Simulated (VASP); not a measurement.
A run of VASP 6.6.1:

INCAR

```
SYSTEM = AlNi3
PREC     = Accurate       ! precision mode
ENCUT    = 520            ! plane-wave cutoff, eV
EDIFF    = 1E-6           ! SCF threshold, eV
ISMEAR   = -1             ! smearing method
SIGMA    = 0.05           ! smearing width, eV
LREAL    = .False.        ! projectors in reciprocal space
LASPH    = .True.         ! aspherical terms in the spheres
NELM     = 150            ! most SCF steps
ALGO     = Normal         ! electronic algorithm
ISIF     = 2              ! what is computed and relaxed
LWAVE    = .False.        ! write WAVECAR
LCHARG   = .False.        ! write CHGCAR
ISPIN    = 2              ! spin polarisation
MAGMOM   = 1 1 1 0        ! initial moments
LORBIT   = 11             ! projections on sites
LMAXMIX  = 4              ! l up to which the mixer works
GGA      = PE             ! functional
NBANDS   = 28             ! bands
```

File KPOINTS:

```
Automatic mesh
0
Gamma
  8 8 8
  0 0 0
```

The input POSCAR:

```
AlNi3
1.0
    3.4511354705      0.0000000000      0.0000000000
    0.0000000000      3.4511354705      0.0000000000
    0.0000000000      0.0000000000      3.4511354705
Ni Al
3 1
Direct
    0.5000000000      0.5000000000      0.0000000000
    0.5000000000      0.0000000000      0.5000000000
    0.0000000000      0.5000000000      0.5000000000
    0.0000000000      0.0000000000      0.0000000000
```

Potentials or basis: VASP PAW PBE potentials, release 64 (Ni, Al).

The run is started by

```sh
$ cat potpaw_PBE.64/Ni/POTCAR potpaw_PBE.64/Al/POTCAR > POTCAR
$ mpirun -np 1 vasp_std > vasp.out
```

Hardware: 1 thread of Intel Xeon 8259CL, on a shared host.

**Question.** How long does it take, and how much memory?

**Answer.** Run time: 2.5 min on 1 thread of Intel Xeon 8259CL, on a shared host, peak memory 0.21 GiB. Counts: scf iterations 15, k points 35.
